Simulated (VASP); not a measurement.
ScSi2O3:

```
CELL_PARAMETERS angstrom
5.76413 0.00000 0.00000
-2.88207 4.99189 0.00000
0.00000 0.00000 2.73792
ATOMIC_POSITIONS crystal
Sc 0.00000 0.00000 0.50000
Si 0.33333 0.66667 0.50000
Si 0.66667 0.33333 0.50000
O 0.35069 0.00000 0.50000
O 0.00000 0.35069 0.50000
O 0.64931 0.64931 0.50000
```

| Item | Value |
| --- | --- |
| Program | VASP 6.6.1 |
| Task | relaxation of cell and atoms |
| Functional | PBE |
| Potentials or basis | VASP PAW PBE potentials, release 64 (Sc_sv, Si, O) |
| Cutoff | 600 eV |
| k mesh | 3 × 3 × 6 |
| Occupations | gaussian, width 0.1 eV |
| Spin | no spin polarisation |

At the start: pressure 1.1 GPa; volume 13.13 Å³/atom.

Problem. Where does the relaxation end?

Solution. Over 5 steps the energy falls by 5.2 meV/atom and the volume is 13.37 Å³/atom (+1.8 %); space group P-62m (No. 189, to 0.05 Å).

Step by step:
| step | energy change (eV) | largest force (eV/Å) | pressure (GPa) | volume (Å³) |
| --- | --- | --- | --- | --- |
| 1 | 0.0000 | 0.3035 | 1.14 | 78.78 |
| 2 | -0.0283 | 0.1235 | 0.24 | 79.84 |
| 3 | -0.0309 | 0.0519 | -0.08 | 80.27 |
| 4 | -0.0309 | 0.0477 | -0.10 | 80.30 |
| 5 | -0.0312 | 0.0143 | -0.06 | 80.21 |

Final structure:
```
Sc Si O
1.0
     5.75508    0.00000    0.00000
    -2.87754    4.98404    0.00000
     0.00000    0.00000    2.79635
Sc Si O
1 2 3
Direct
  0.00000 0.00000 0.50000
  0.33333 0.66667 0.50000
  0.66667 0.33333 0.50000
  0.35479 0.00000 0.50000
  0.00000 0.35479 0.50000
  0.64521 0.64521 0.50000
```

Caveat: the k points lie up to 0.42 Å⁻¹ apart in the final cell; an odd number of electrons without spin polarisation forces a metal; a magnetic or distorted state may lie lower.
